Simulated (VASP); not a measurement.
# MoS2 in VASP: single point with PBE+D3(BJ)

Aim: the single point of MoS2 with PBE+D3(BJ).

All numbers are computed with VASP 6.6.1; they aren't measurements. Logs are shortened: lines on timing, memory, paths and dates and some standing lists are left out, and cuts for length are marked.

## 1. The cell of the first run

The cell holds a slab with vacuum, 6 atoms: a = 3.135 Å, b = 3.135 Å, c = 23.938 Å, α = 90.00°, β = 90.00°, γ = 120.00°.

## 2. Single point, PBE+D3(BJ)

Contents of INCAR:

```
SYSTEM = MoS2
PREC = Accurate
ENCUT = 520
EDIFF = 1E-6
ISMEAR = 0
SIGMA = 0.1
LREAL = .FALSE.
LASPH = .TRUE.
NELM = 100
ALGO = Normal
ISIF = 2
LWAVE = .FALSE.
LCHARG = .TRUE.
LDIPOL = .TRUE.
IDIPOL = 3
DIPOL = 0.5 0.5 0.398
GGA = PE
IVDW = 12
LELF = .TRUE.
LVHAR = .TRUE.
LVACPOTAV = .TRUE.
NBANDS = 35
```

Contents of KPOINTS:

```
regular mesh
0
G
  12 12 1
  0 0 0
```

Contents of POSCAR:

```
MoS2
1.0
    3.1346592640      0.0000000000      0.0000000000
   -1.5673296320      2.7146945548      0.0000000000
    0.0000000000      0.0000000000     23.9375766750
S Mo
4 2
Direct
    0.0000000000      0.0000000000      0.1879889540
    0.3333333333      0.6666666667      0.3224548768
    0.3333333333      0.6666666667      0.4745170529
    0.0000000000      0.0000000000      0.6089829757
    0.6666666667      0.3333333333      0.2552219154
   -0.3333333333      0.3333333333      0.5417500143
```

Potentials or basis: VASP PAW PBE potentials, release 64 (S, Mo_sv).

Run with:

```sh
$ cat potpaw_PBE.64/S/POTCAR potpaw_PBE.64/Mo_sv/POTCAR > POTCAR
$ mpirun -np 1 vasp_std > vasp.out
```

OUTCAR:

```text
SYSTEM = MoS2
   PREC = Accurate
   ENCUT = 520
   EDIFF = 1E-6
   ISMEAR = 0
   LREAL = .FALSE.
   LASPH = .TRUE.
   NELM = 100
   ISIF = 2
   GGA = PE
   IVDW = 12
 IVDW          = 12

 ion  position               nearest neighbor table
   1  0.000  0.000  0.188-   5 2.42   5 2.42   5 2.42
   2  0.333  0.667  0.322-   5 2.42   5 2.42   5 2.42
   3  0.333  0.667  0.475-   6 2.42   6 2.42   6 2.42
   4  0.000  0.000  0.609-   6 2.42   6 2.42   6 2.42
   5  0.667  0.333  0.255-   2 2.42   1 2.42   2 2.42   1 2.42   1 2.42   2 2.42
   6  0.667  0.333  0.542-   3 2.42   4 2.42   3 2.42   4 2.42   4 2.42   3 2.42

  LATTYP: Found a hexagonal cell.
 ALAT       =     3.1346592640
 C/A-ratio  =     7.6364206311

  Lattice vectors:

 A1 = (   3.1346592640,   0.0000000000,   0.0000000000)
 A2 = (  -1.5673296320,   2.7146945548,   0.0000000000)
 A3 = (   0.0000000000,   0.0000000000,  23.9375766750)

Analysis of symmetry for initial positions (statically):
=====================================================================
 Subroutine PRICEL returns:
 Original cell was already a primitive cell.

 Routine SETGRP: Setting up the symmetry group for a
 hexagonal supercell.

 Subroutine GETGRP returns: Found 12 space group operations
 (whereof  6 operations were pure point group operations)
 out of a pool of 24 trial point group operations.

The static configuration has the point symmetry C_3v.
 The point group associated with its full space group is D_3h.

Analysis of symmetry for dynamics (positions and initial velocities):
=====================================================================
 Subroutine PRICEL returns:
 Original cell was already a primitive cell.

 Routine SETGRP: Setting up the symmetry group for a
 hexagonal supercell.

 Subroutine GETGRP returns: Found 12 space group operations
 (whereof  6 operations were pure point group operations)
 out of a pool of 24 trial point group operations.

The dynamic configuration has the point symmetry C_3v.
 The point group associated with its full space group is D_3h.

 Subroutine INISYM returns: Found 12 space group operations
 (whereof  6 operations are pure point group operations),
 and found     1 'primitive' translations

----------------------------------------------------------------------------------------

                                     Primitive cell

  volume of cell :     203.7002

  direct lattice vectors                    reciprocal lattice vectors
     3.134659264  0.000000000  0.000000000     0.319013939  0.184182784  0.000000000
    -1.567329632  2.714694555  0.000000000     0.000000000  0.368365567  0.000000000
     0.000000000  0.000000000 23.937576675     0.000000000  0.000000000  0.041775323

  length of vectors
     3.134659264  3.134659264 23.937576675     0.368365567  0.368365567  0.041775323

  position of ions in fractional coordinates (direct lattice)
     0.000000000  0.000000000  0.187988954
     0.333333333  0.666666667  0.322454877
     0.333333333  0.666666667  0.474517053
     0.000000000  0.000000000  0.608982976
     0.666666667  0.333333333  0.255221915
     0.666666667  0.333333333  0.541750014

  ion indices of the primitive-cell ions
   primitive index   ion index
                 1           1
                 2           2
                 3           3
                 4           4
                 5           5
                 6           6

----------------------------------------------------------------------------------------

 KPOINTS: regular mesh

Automatic generation of k-mesh.
 Grid dimensions read from file:
 generate k-points for:   12   12    1

 Generating k-lattice:

  Cartesian coordinates                     Fractional coordinates (reciprocal lattice)
     0.026584495  0.015348565  0.000000000     0.083333333  0.000000000  0.000000000
     0.000000000  0.030697131  0.000000000     0.000000000  0.083333333  0.000000000
     0.000000000  0.000000000  0.041775323     0.000000000  0.000000000  1.000000000

  Length of vectors
     0.030697131  0.030697131  0.041775323

  Shift w.r.t. Gamma in fractional coordinates (k-lattice)
     0.000000000  0.000000000  0.000000000

 Subroutine IBZKPT returns following result:
 ===========================================

 Found     19 irreducible k-points:

 Following reciprocal coordinates:
            Coordinates               Weight
  0.000000  0.000000  0.000000      1.000000
  0.083333  0.000000  0.000000      6.000000
  0.166667 -0.000000  0.000000      6.000000
  0.250000 -0.000000  0.000000      6.000000
  0.333333 -0.000000  0.000000      6.000000
  0.416667 -0.000000  0.000000      6.000000
[... 11 lines left out ...]
  0.333333  0.250000  0.000000     12.000000
  0.333333  0.333333  0.000000      2.000000
   k-points           NKPTS =     19   k-points in BZ     NKDIM =     19   number of bands    NBANDS=     35
   number of dos      NEDOS =    301   number of ions     NIONS =      6
   total plane-waves  NPLWV = 103680
   dimension x,y,z NGX =    24 NGY =   24 NGZ =  180
   dimension x,y,z NGXF=    48 NGYF=   48 NGZF=  360
   ions per type =               4   2
   NGX,Y,Z   is equivalent  to a cutoff of  12.73, 12.73, 12.50 a.u.
   NGXF,Y,Z  is equivalent  to a cutoff of  25.46, 25.46, 25.00 a.u.
 SYSTEM =  MoS2
   PREC   = accura    normal or accurate (medium, high low for compatibility)
   ISTART =      0    job   : 0-new  1-cont  2-samecut
   ICHARG =      2    charge: 1-file 2-atom 10-const
   ISPIN  =      1    spin polarized calculation?
   LNONCOLLINEAR =      F non collinear calculations
   LSORBIT =      F    spin-orbit coupling
   LASPH  =      T    aspherical Exc in radial PAW
   ENCUT  =  520.0 eV  38.22 Ry    6.18 a.u.   5.83  5.83 44.51*2*pi/ulx,y,z
   NELM   =    100;   NELMIN=  2; NELMDL= -5     # of ELM steps
   EDIFF  = 0.1E-05   stopping-criterion for ELM
   LREAL  =      F    real-space projection
   EDIFFG = 0.1E-04   stopping-criterion for IOM
   NSW    =      0    number of steps for IOM
   IBRION =     -1    ionic relax: 0-MD 1-quasi-New 2-CG
   NFREE  =      0    steps in history (QN), initial steepest desc. (CG)
   ISIF   =      2    stress and relaxation
   ISYM   =      2    0-nonsym 1-usesym 2-fastsym
   POTIM  = 0.5000    time-step for ionic-motion
   TEBEG  =    0.0;   TEEND  =   0.0 temperature during run
   PSTRESS=    0.0 pullay stress
   NELECT =      52.0000    total number of electrons
   NUPDOWN=      -1.0000    fix difference up-down
   EMIN   =  10.00;   EMAX   =-10.00  energy-range for DOS
   EFERMI =   0.00;   METHOD = LEGACY
   ISMEAR =     0;   SIGMA  =   0.10  broadening in eV -4-tet -1-fermi 0-gaus
   EFERMI_NEDOS =   21; number of points for ismear=-14 and -15
   IALGO  =     38    algorithm
   IMIX   =      4    mixing-type and parameters
     AMIX     =   0.40;   BMIX     =  1.00
     AMIX_MAG =   1.60;   BMIX_MAG =  1.00
  volume/ion in A,a.u.               =      33.95       229.11
  Fermi-wavevector in a.u.,A,eV,Ry     =   1.038513  1.962506 14.674021  1.078510
  Thomas-Fermi vector in A             =   2.173001
   LORBIT       =      0    0 simple, 1 ext, 2 COOP (PROOUT), +10 PAW based schemes
   GGA     = PE    functional components
   LHFCALC =     F    Hartree Fock is set to
   AEXX    =    0.0000 exact exchange contribution
   IVDW    =    12    specifies the selected vdW correction
   LEPSILON=     F    determine dielectric tensor
   LRPA    =     F    only Hartree local field effects (RPA)
 non-spin polarized calculation
 Gauss-broadening in eV      SIGMA  =   0.10
  energy-cutoff  :      520.00
  volume of cell :      203.70
 maximum number of plane-waves:      5520
 NGX is ok and might be reduce to    24
   NGX = 11   NGY = 11   NGZ = 89

 dipolmoment           0.000000      0.000000      0.000013 electrons x Angstroem

 number of electron      52.0000005 magnetization

 dipolmoment           0.000000      0.000000     -0.000003 electrons x Angstroem

 Free energy of the ion-electron system (eV)
  ---------------------------------------------------
  ext. energy  EPLUGINS =         0.00000000
  ---------------------------------------------------
  free energy    TOTEN  =       -41.98365868 eV

  energy without entropy =      -41.96580731  energy(sigma->0) =      -41.97473300

 E-fermi :   1.6503     XC(G=0):  -6.1880

 val. band max:        1.6445081596   @ k =   0.2500   0.2500   0.0000
 cond. band min:       1.6976237622   @ k =   0.2500   0.2500   0.0000
 fundamental gap:      0.0531156026
 Fermi energy:         1.6503315797

 k-point     1 :       0.0000    0.0000    0.0000
  band No.  band energies     occupation
      1     -60.1087      2.00000
      2     -60.1087      2.00000
      3     -34.1918      2.00000
      4     -34.1918      2.00000
      5     -34.0492      2.00000
      6     -34.0492      2.00000
[... 27 lines left out ...]
     34       4.9171      0.00000
     35       6.1694      0.00000

 k-point     2 :       0.0833    0.0000    0.0000
  band No.  band energies     occupation
      1     -60.1057      2.00000
      2     -60.1057      2.00000
      3     -34.1861      2.00000
      4     -34.1861      2.00000
      5     -34.0783      2.00000
      6     -34.0783      2.00000
[... 27 lines left out ...]
     34       4.8619      0.00000
     35       6.3272      0.00000

 k-point     3 :       0.1667   -0.0000    0.0000
  band No.  band energies     occupation
      1     -60.0974      2.00000
      2     -60.0974      2.00000
      3     -34.1709      2.00000
      4     -34.1708      2.00000
      5     -34.1569      2.00000
      6     -34.1569      2.00000
[... 27 lines left out ...]
     34       4.8045      0.00000
     35       6.7652      0.00000
[... 533 lines left out ...]
 k-point    18 :       0.3333    0.2500    0.0000
  band No.  band energies     occupation
      1     -60.0593      2.00000
      2     -60.0592      2.00000
      3     -34.3953      2.00000
      4     -34.3953      2.00000
      5     -34.2740      2.00000
      6     -34.2739      2.00000
[... 27 lines left out ...]
     34       5.7019      0.00000
     35       8.0333      0.00000

 k-point    19 :       0.3333    0.3333    0.0000
  band No.  band energies     occupation
      1     -60.0577      2.00000
      2     -60.0577      2.00000
      3     -34.3435      2.00000
      4     -34.3435      2.00000
      5     -34.3435      2.00000
      6     -34.3435      2.00000
[... 27 lines left out ...]
     34       5.0950      0.00000
     35       7.8887      0.00000

------------------------ aborting loop because EDIFF is reached ----------------------------------------

 Edisp (eV)   -2.13079

 E8    (eV) :    -0.8917

  FORCE on cell =-STRESS in cart. coord.  units (eV):
  Direction    XX          YY          ZZ          XY          YZ          ZX
  --------------------------------------------------------------------------------------
  -------------------------------------------------------------------------------------
  Total      -0.18375    -0.18375    -0.63890     0.00000     0.00000     0.00000
  in kB      -1.44528    -1.44528    -5.02521     0.00000     0.00000     0.00000
  external pressure =       -2.64 kB  Pullay stress =        0.00 kB

 VOLUME and BASIS-vectors are now :
 -----------------------------------------------------------------------------
  energy-cutoff  :      520.00
  volume of cell :      203.70
      direct lattice vectors                 reciprocal lattice vectors
     3.134659264  0.000000000  0.000000000     0.319013939  0.184182784  0.000000000
    -1.567329632  2.714694555  0.000000000     0.000000000  0.368365567  0.000000000
     0.000000000  0.000000000 23.937576675     0.000000000  0.000000000  0.041775323

 POSITION                                       TOTAL-FORCE (eV/Angst)
 -----------------------------------------------------------------------------------
      0.00000      0.00000      4.50000        -0.000000     -0.000000      0.030294
     -0.00000      1.80980      7.71879         0.000000     -0.000000      0.012029
     -0.00000      1.80980     11.35879        -0.000000     -0.000000     -0.012029
      0.00000      0.00000     14.57758        -0.000000     -0.000000     -0.030294
      1.56733      0.90490      6.10939         0.000000     -0.000000      0.032582
      1.56733      0.90490     12.96818         0.000000      0.000000     -0.032582
 -----------------------------------------------------------------------------------
    total drift:                               -0.000000      0.000000     -0.000115

  FREE ENERGIE OF THE ION-ELECTRON SYSTEM (eV)
  ---------------------------------------------------
  free  energy   TOTEN  =       -44.1144495531 eV

  energy  without entropy=      -44.0965981861  energy(sigma->0) =      -44.10552387

 vacuum level on the upper side and lower side of the slab         6.723         6.723
```

It took 6.5 min on 1 thread of Intel Xeon 8259CL, shared host; peak memory 0.38 GiB.

What came out:

| Item | Value |
| --- | --- |
| Free energy | -44.1144 eV |
| Largest force | 0.033 eV/Å |
| Band gap on the k mesh | zero (bands 26 and 27 overlap by 0.42 eV) |
| Dispersion energy per atom | -0.355 eV |

Forces on the atoms (eV/Å):
```
S    0.000  0.000  0.030
S    0.000  0.000  0.012
S    0.000  0.000 -0.012
S    0.000  0.000 -0.030
Mo   0.000  0.000  0.033
Mo   0.000  0.000 -0.033
```
